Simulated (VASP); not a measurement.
**W: single point with LDA**

The system is W.

```
CELL_PARAMETERS angstrom
-1.60317 1.60317 1.60317
1.60317 -1.60317 1.60317
1.60317 1.60317 -1.60317
ATOMIC_POSITIONS crystal
W 0.00000 0.00000 0.00000
```

* Program: VASP 6.6.1
* Task: single point
* Functional: LDA
* Potentials or basis: VASP PAW LDA potentials, release 64 (W_sv)
* Cutoff: 520 eV
* k mesh: 12 × 12 × 12
* Occupations: fermi-dirac, width 0.05 eV
* Spin: no spin polarisation

- Pressure: -18.1 GPa
- Band gap on the k mesh: zero (band 7 reaches 15.62 eV, above the bottom of band 8 at 9.56 eV)

Levels at points of the mesh, in eV from the Fermi level:
```csv
k point,band 4,band 5,band 6,band 7,band 8,band 9,band 10,band 11
"(0.00, 0.00, 0.00)",-37.58,-9.25,-1.11,-1.11,-1.11,2.17,2.17,14.57
"(0.50, 0.00, 0.00)",-37.58,-5.92,-3.32,0.79,2.06,2.97,5.87,10.54
"(0.50, 0.50, 0.50)",-38.39,-5.46,-5.46,4.95,4.95,4.95,8.13,8.13
```

Run time: 4.7 s on 1 thread of Intel(R) Xeon(R) 6975P-C (Granite Rapids), on a shared host, peak memory 0.14 GiB.

Caveat: spin-orbit coupling is left out, which moves the levels of the heavy elements.
